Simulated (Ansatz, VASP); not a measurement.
Two plane-wave programs on Si

POSCAR

```
Si
1.0
   -3.8319083606      0.0000000000      0.0000000000
   -1.9159541803     -3.3185299852      0.0000000000
   -0.3831908361      0.0000000000     12.6836398318
Si
8
Direct
    0.2426787894      0.3333333333      0.9065454392
    0.2926787894      0.3333333333      0.4065454392
    0.6510121227      0.6666666667      0.1565454392
    0.6010121227      0.6666666667      0.6565454392
    0.3239878773      0.3333333333      0.0934545608
    0.2739878773      0.3333333333      0.5934545608
    0.6323212106      0.6666666667      0.3434545608
    0.5823212106      0.6666666667      0.8434545608
```

The input INCAR.step1:

```
PREC = Accurate ; ENCUT = 520
ISMEAR = 0 ; SIGMA = 0.05
LREAL = False ; LASPH = True
NELM = 60 ; NBANDS = 26
GGA = PE ; ALGO = Normal
EDIFF = 1E-4 ; LWAVE = True
LCHARG = False
```

INCAR.step2

```
PREC = Accurate ; ENCUT = 520
EDIFF = 1E-6 ; ISMEAR = 0
SIGMA = 0.05 ; LREAL = False
LASPH = True ; NELM = 60
ALGO = Normal ; ISIF = 2
LWAVE = False ; LCHARG = False
METAGGA = R2SCAN ; LMIXTAU = True
NBANDS = 26 ; ISTART = 1
```

File KPOINTS:

```
regular mesh
0
Gamma
  8 8 2
```

Input for Ansatz:

```yaml
crystal:
  lattice:
    - [-3.8319083606, 0.0, 0.0]
    - [-1.9159541803, -3.3185299852, 0.0]
    - [-0.3831908361, 0.0, 12.6836398318]
  atoms:
    - { symbol: Si, position: [0.2426787894, 0.3333333333, 0.9065454392] }
    - { symbol: Si, position: [0.2926787894, 0.3333333333, 0.4065454392] }
    - { symbol: Si, position: [0.6510121227, 0.6666666667, 0.1565454392] }
    - { symbol: Si, position: [0.6010121227, 0.6666666667, 0.6565454392] }
    - { symbol: Si, position: [0.3239878773, 0.3333333333, 0.0934545608] }
    - { symbol: Si, position: [0.2739878773, 0.3333333333, 0.5934545608] }
    - { symbol: Si, position: [0.6323212106, 0.6666666667, 0.3434545608] }
    - { symbol: Si, position: [0.5823212106, 0.6666666667, 0.8434545608] }
basis:
  ecutwfc: 500
kpoints:
  mp_grid: { grid: [8, 8, 2] }
hamiltonian:
  xc: r2scan
scf:
  occupations: { method: gaussian, width: 0.05 }
output:
  forces: true
  stress: true
  eigenvalues: true
```

Alike in both runs: task single point; functional r2SCAN; k mesh 8 × 8 × 2; occupations gaussian, width 0.05 eV; no spin polarisation.

```csv
,VASP,Ansatz
version,VASP 6.6.1,Ansatz 0.2.0
potentials or method,"VASP PAW PBE potentials, release 64 (Si), cutoff 520 eV","scalar-relativistic, plane waves, PAW"
valence electrons in the cell,32,32
```

|  | VASP | Ansatz | Ansatz less VASP |
| --- | --- | --- | --- |
| gap on the k mesh at the Fermi level (eV) | 0.62 | 0.61 | -0.015 |
| least direct gap on the mesh (eV) | 1.40 | 1.39 | -0.014 |
| pressure (GPa) | -0.4 | -0.1 | +0.23 |
| traceless stress, the component that is largest in VASP (GPa) | 1.44 | 1.42 | -0.015 |
| rms of the force components (eV/Å) | 0.129 | 0.128 | -0.0007 |

VASP's potentials were made for PBE, not for r2SCAN. Atom by atom the forces differ by 0.002 eV/Å (rms over components). With one functional, cell and mesh, what is left measures potentials, basis and numerics.
